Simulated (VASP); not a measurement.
# Te2Mo in VASP: a series of runs

The runs below take Te2Mo through single point, with PBE+D3(BJ).

All numbers are computed with VASP 6.6.1; they aren't measurements. Logs are shortened: lines on timing, memory, paths and dates and some standing lists are left out, and cuts for length are marked.

## (1) The cell of the first run

The cell holds a slab with vacuum, 6 atoms: a = 3.504 Å, b = 3.504 Å, c = 24.768 Å, α = 90.00°, β = 90.00°, γ = 120.00°.

## (2) Single point, PBE+D3(BJ)

Input file INCAR:

```
SYSTEM = Te2Mo
PREC = Accurate ; ENCUT = 520
EDIFF = 1E-7 ; ISMEAR = 0
SIGMA = 0.05 ; LREAL = .False.
LASPH = .True. ; NELM = 100
ALGO = Normal ; ISIF = 2
LWAVE = .False. ; LCHARG = .False.
LDIPOL = .True. ; IDIPOL = 3
DIPOL = 0.5 0.5 0.392 ; GGA = PE
IVDW = 12 ; NBANDS = 35
```

Input file KPOINTS:

```
Automatic mesh
0
Gamma
  9 9 1
  0 0 0
```

Input file POSCAR:

```
Te2Mo
1.0
    3.5038816881      0.0000000000      0.0000000000
   -1.7519408440      3.0344505538      0.0000000000
    0.0000000000      0.0000000000     24.7677198395
Te Mo
4 2
Direct
    0.3333333333      0.6666666667      0.1816881017
    0.3333333333      0.6666666667      0.3284056818
    0.3333333333      0.6666666667      0.4547798503
    0.3333333333      0.6666666667      0.6014974304
    0.6666666667      0.3333333333      0.2550468917
    0.6666666667      0.3333333333      0.5281386403
```

Potentials or basis: VASP PAW PBE potentials, release 64 (Te, Mo_sv).

The run is started by

```console
$ cat potpaw_PBE.64/Te/POTCAR potpaw_PBE.64/Mo_sv/POTCAR > POTCAR
$ mpirun -np 1 vasp_std > vasp.out
```

OUTCAR:

```text
SYSTEM = Te2Mo
   PREC = Accurate
   ENCUT = 520
   EDIFF = 1E-7
   ISMEAR = 0
   LREAL = .False.
   LASPH = .True.
   NELM = 100
   ISIF = 2
   GGA = PE
   IVDW = 12
 IVDW          = 12

 ion  position               nearest neighbor table
   1  0.333  0.667  0.182-   5 2.72   5 2.72   5 2.72   2 3.63
   2  0.333  0.667  0.328-   5 2.72   5 2.72   5 2.72   3 3.13   1 3.63
   3  0.333  0.667  0.455-   6 2.72   6 2.72   6 2.72   2 3.13   4 3.63
   4  0.333  0.667  0.601-   6 2.72   6 2.72   6 2.72   3 3.63
   5  0.667  0.333  0.255-   1 2.72   1 2.72   1 2.72   2 2.72   2 2.72   2 2.72
   6  0.667  0.333  0.528-   3 2.72   3 2.72   3 2.72   4 2.72   4 2.72   4 2.72

  LATTYP: Found a hexagonal cell.
 ALAT       =     3.5038816881
 C/A-ratio  =     7.0686518679

  Lattice vectors:

 A1 = (   3.5038816881,   0.0000000000,   0.0000000000)
 A2 = (  -1.7519408440,   3.0344505538,   0.0000000000)
 A3 = (   0.0000000000,   0.0000000000,  24.7677198395)

Analysis of symmetry for initial positions (statically):
=====================================================================
 Subroutine PRICEL returns:
 Original cell was already a primitive cell.

 Routine SETGRP: Setting up the symmetry group for a
 hexagonal supercell.

 Subroutine GETGRP returns: Found 12 space group operations
 (whereof  6 operations were pure point group operations)
 out of a pool of 24 trial point group operations.

The static configuration has the point symmetry C_3v.
 The point group associated with its full space group is D_3h.

Analysis of symmetry for dynamics (positions and initial velocities):
=====================================================================
 Subroutine PRICEL returns:
 Original cell was already a primitive cell.

 Routine SETGRP: Setting up the symmetry group for a
 hexagonal supercell.

 Subroutine GETGRP returns: Found 12 space group operations
 (whereof  6 operations were pure point group operations)
 out of a pool of 24 trial point group operations.

The dynamic configuration has the point symmetry C_3v.
 The point group associated with its full space group is D_3h.

 Subroutine INISYM returns: Found 12 space group operations
 (whereof  6 operations are pure point group operations),
 and found     1 'primitive' translations

----------------------------------------------------------------------------------------

                                     Primitive cell

[... 95 lines left out ...]
   PSTRESS=    0.0 pullay stress
   NELECT =      52.0000    total number of electrons
   NUPDOWN=      -1.0000    fix difference up-down
   EMIN   =  10.00;   EMAX   =-10.00  energy-range for DOS
   EFERMI =   0.00;   METHOD = LEGACY
   ISMEAR =     0;   SIGMA  =   0.05  broadening in eV -4-tet -1-fermi 0-gaus
   EFERMI_NEDOS =   21; number of points for ismear=-14 and -15
   IALGO  =     38    algorithm
   IMIX   =      4    mixing-type and parameters
     AMIX     =   0.40;   BMIX     =  1.00
     AMIX_MAG =   1.60;   BMIX_MAG =  1.00
  volume/ion in A,a.u.               =      43.89       296.18
  Fermi-wavevector in a.u.,A,eV,Ry     =   0.953317  1.801508 12.365161  0.908814
  Thomas-Fermi vector in A             =   2.081961
   LORBIT       =      0    0 simple, 1 ext, 2 COOP (PROOUT), +10 PAW based schemes
   GGA     = PE    functional components
   LHFCALC =     F    Hartree Fock is set to
   AEXX    =    0.0000 exact exchange contribution
   IVDW    =    12    specifies the selected vdW correction
   LEPSILON=     F    determine dielectric tensor
   LRPA    =     F    only Hartree local field effects (RPA)
 non-spin polarized calculation
 Gauss-broadening in eV      SIGMA  =   0.05
  energy-cutoff  :      520.00
  volume of cell :      263.34
 maximum number of plane-waves:      7173
 NGX is ok and might be reduce to    28
   NGX = 13   NGY = 13   NGZ = 93

 dipolmoment           0.000000      0.000000      0.000078 electrons x Angstroem

 number of electron      51.9999997 magnetization

 dipolmoment           0.000000      0.000000     -0.000001 electrons x Angstroem

 Free energy of the ion-electron system (eV)
  ---------------------------------------------------
  ext. energy  EPLUGINS =         0.00000000
  ---------------------------------------------------
  free energy    TOTEN  =       -35.35382462 eV

  energy without entropy =      -35.35382462  energy(sigma->0) =      -35.35382462

 E-fermi :   3.2515     XC(G=0):  -6.3227

 val. band max:        2.9760619823   @ k =   0.1111   0.0000   0.0000
 cond. band min:       3.4703783819   @ k =   0.2222   0.1111   0.0000
 fundamental gap:      0.4943163997
 Fermi energy:         3.2515242528

 k-point     1 :       0.0000    0.0000    0.0000
  band No.  band energies     occupation
      1     -58.1572      2.00000
      2     -58.1572      2.00000
      3     -32.3430      2.00000
      4     -32.3430      2.00000
      5     -32.1885      2.00000
      6     -32.1885      2.00000
[... 445 lines left out ...]
     34       6.7590      0.00000
     35       7.1747      0.00000

------------------------ aborting loop because EDIFF is reached ----------------------------------------

 vacuum level on the upper side and lower side of the slab       (xc-potential included)        -0.115        -0.115

 Edisp (eV)   -2.86869

 E8    (eV) :    -1.3574

  FORCE on cell =-STRESS in cart. coord.  units (eV):
  Direction    XX          YY          ZZ          XY          YZ          ZX
  --------------------------------------------------------------------------------------
  -------------------------------------------------------------------------------------
  Total       0.18046     0.18046     5.58236     0.00000     0.00000     0.00000
  in kB       1.09790     1.09790    33.96353     0.00000     0.00000     0.00000
  external pressure =       12.05 kB  Pullay stress =        0.00 kB

 VOLUME and BASIS-vectors are now :
 -----------------------------------------------------------------------------
  energy-cutoff  :      520.00
  volume of cell :      263.34
      direct lattice vectors                 reciprocal lattice vectors
     3.503881688  0.000000000  0.000000000     0.285397764  0.164774476  0.000000000
    -1.751940844  3.034450554  0.000000000     0.000000000  0.329548952  0.000000000
     0.000000000  0.000000000 24.767719839     0.000000000  0.000000000  0.040375134

 POSITION                                       TOTAL-FORCE (eV/Angst)
 -----------------------------------------------------------------------------------
     -0.00000      2.02297      4.50000        -0.000000     -0.000000     -0.002682
     -0.00000      2.02297      8.13386        -0.000000     -0.000000     -1.305408
     -0.00000      2.02297     11.26386        -0.000000      0.000000      1.305408
     -0.00000      2.02297     14.89772        -0.000000      0.000000      0.002682
      1.75194      1.01148      6.31693         0.000000      0.000000     -0.224337
      1.75194      1.01148     13.08079         0.000000      0.000000      0.224337
 -----------------------------------------------------------------------------------
    total drift:                               -0.000001      0.000001     -0.000017

  FREE ENERGIE OF THE ION-ELECTRON SYSTEM (eV)
  ---------------------------------------------------
  free  energy   TOTEN  =       -38.2225159390 eV

  energy  without entropy=      -38.2225159389  energy(sigma->0) =      -38.22251594

 vacuum level on the upper side and lower side of the slab         7.259         7.259
```

OSZICAR:

```text
N       E                     dE             d eps       ncg     rms          rms(c)
DAV:   1     0.387833113348E+03    0.38783E+03   -0.25833E+04  1008   0.123E+03
DAV:   2    -0.121438869681E+02   -0.39998E+03   -0.38871E+03  1080   0.286E+02
DAV:   3    -0.358533359253E+02   -0.23709E+02   -0.23309E+02  1040   0.613E+01
[... 17 lines left out ...]
DAV:  21    -0.353538163143E+02   -0.13799E-04   -0.38019E-07   783   0.205E-03    0.279E-03
DAV:  22    -0.353538234053E+02   -0.70910E-05   -0.34629E-07   766   0.178E-03    0.175E-03
DAV:  23    -0.353538242115E+02   -0.80618E-06   -0.20310E-08   622   0.449E-04    0.941E-04
DAV:  24    -0.353538245540E+02   -0.34255E-06   -0.10251E-08   528   0.292E-04    0.379E-04
DAV:  25    -0.353538246238E+02   -0.69790E-07   -0.23724E-09   506   0.141E-04
   1 F= -.38222516E+02 E0= -.38222516E+02  d E =-.211687E-10
```

stdout:

```text
POSCAR found type information on POSCAR TeMo
 POSCAR found :  2 types and       6 ions
 scaLAPACK will be used
 LDA part: xc-table for (Slater+PW92), standard interpolation
 POSCAR, INCAR and KPOINTS ok, starting setup
 FFT: planning ... GRIDC
 FFT: planning ... GRID_SOFT
 FFT: planning ... GRID
 WAVECAR not read
 entering main loop
```

Wall time 5.6 min (1 thread of AMD EPYC 7R13, shared host); peak memory 0.39 GiB.

What came out:

| Property | Result |
| --- | --- |
| Free energy | -38.2225 eV |
| Largest force | 1.305 eV/Å |
| Band gap on the k mesh | 0.49 eV, indirect (least direct gap 1.07 eV) |
| Dispersion energy per atom | -0.478 eV |

Forces in eV/Å, atoms in the order of the input:
```
Te   0.000  0.000 -0.003
Te   0.000  0.000 -1.305
Te   0.000  0.000  1.305
Te   0.000  0.000  0.003
Mo   0.000  0.000 -0.224
Mo   0.000  0.000  0.224
```

Caveat: spin-orbit coupling is left out, which moves the levels of the heavy elements.

## (3) Single point, PBE+D3(BJ)

Input file INCAR:

```
  PREC = Accurate
  ENCUT = 520
  EDIFF = 1E-6
  ISMEAR = 0
  SIGMA = 0.05
  LREAL = False
  LASPH = True
  NELM = 80
  ALGO = Normal
  ISIF = 2
  LWAVE = False
  LCHARG = False
  LDIPOL = True
  IDIPOL = 3
  DIPOL = 0.5 0.5 0.402
  GGA = PE
  IVDW = 12
  NBANDS = 35
```

Input file KPOINTS:

```
Automatic mesh
0
Gamma
  9 9 1
```

Input file POSCAR:

```
Te2Mo
1.0
    3.5038816881      0.0000000000      0.0000000000
   -1.7519408440      3.0344505538      0.0000000000
    0.0000000000      0.0000000000     24.7677198395
Te Mo
4 2
Direct
    0.3333333333      0.6666666667      0.1816881017
    0.3333333333      0.6666666667      0.3284056818
    0.3333333333      0.6666666667      0.4757749198
    0.3333333333      0.6666666667      0.6224924999
    0.6666666667      0.3333333333      0.2550468917
    0.6666666667      0.3333333333      0.5491337098
```

Potentials or basis: VASP PAW PBE potentials, release 64 (Te, Mo_sv).

The run is started by

```console
$ cat potpaw_PBE.64/Te/POTCAR potpaw_PBE.64/Mo_sv/POTCAR > POTCAR
$ mpirun -np 1 vasp_std > vasp.out
```

It took 5.7 min on 1 thread of AMD EPYC 7R13, shared host; peak memory 0.4 GiB.

Results (log left out):

```yaml
Free_energy: -38.6213 eV
Largest_force: 0.212 eV/Å
Band_gap_on_the_k_mesh: 1.07 eV, indirect (least direct gap 1.14 eV)
Dispersion_energy_per_atom: -0.459 eV
```

Forces on the atoms (eV/Å):
```
Te   0.000  0.000 -0.002
Te   0.000  0.000 -0.212
Te   0.000  0.000  0.212
Te   0.000  0.000  0.002
Mo   0.000  0.000 -0.048
Mo   0.000  0.000  0.048
```

Levels at points of the mesh, in eV from the valence-band top:
```tsv
k point	band 24	band 25	band 26	band 27	band 28	band 29
(0.00, 0.00, 0.00)	-0.85	-0.76	-0.14	3.07	3.07	3.21
```

Caveat: spin-orbit coupling is left out, which moves the levels of the heavy elements.
